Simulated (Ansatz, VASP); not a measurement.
**Ru in VASP and in Ansatz**

```
CELL_PARAMETERS angstrom
2.67406 0.00000 0.00000
-1.33703 2.31580 0.00000
0.00000 0.00000 4.22676
ATOMIC_POSITIONS crystal
Ru 0.26083 0.62638 0.25000
Ru 0.73917 0.37362 0.75000
```

Change from the starting cell: mode 4 frozen in at -0.140 Å and mode 5 at -0.093 Å (largest displacements).

Alike in both runs: task single point; functional LDA; k mesh 21 × 21 × 10; occupations gaussian, width 0.15 eV; no spin polarisation.

|  | VASP | Ansatz |
| --- | --- | --- |
| version | VASP 6.6.1 | Ansatz 0.2.0 |
| potentials or method | VASP PAW LDA potentials, release 64 (Ru_pv), cutoff 520 eV | scalar-relativistic, plane waves, PAW |
| valence electrons in the cell | 28 | 32 |

VASP gave:

* gap on the k mesh at the Fermi level (eV): none
* pressure (GPa): 7.5
* traceless stress, the component that is largest in VASP (GPa): 7.36
* rms of the force components (eV/Å): 1.276

Question: What did Ansatz give for the same quantities?

Answer: gap on the k mesh at the Fermi level (eV): none; pressure (GPa): 6.5; traceless stress, the component that is largest in VASP (GPa): 7.11; rms of the force components (eV/Å): 1.263.

Ansatz warns that its potentials were made for another functional, while VASP's fit it. LDA's correlation is that of Perdew and Zunger in VASP and of Perdew and Wang (1992) in Ansatz. Atom by atom the forces differ by 0.013 eV/Å (rms over components). A gap of «none» marks a metal or a gap that the smearing closes. VASP's potentials hold 28 valence electrons a cell and Ansatz's 32, so a difference there can come from the potentials and not from the codes.
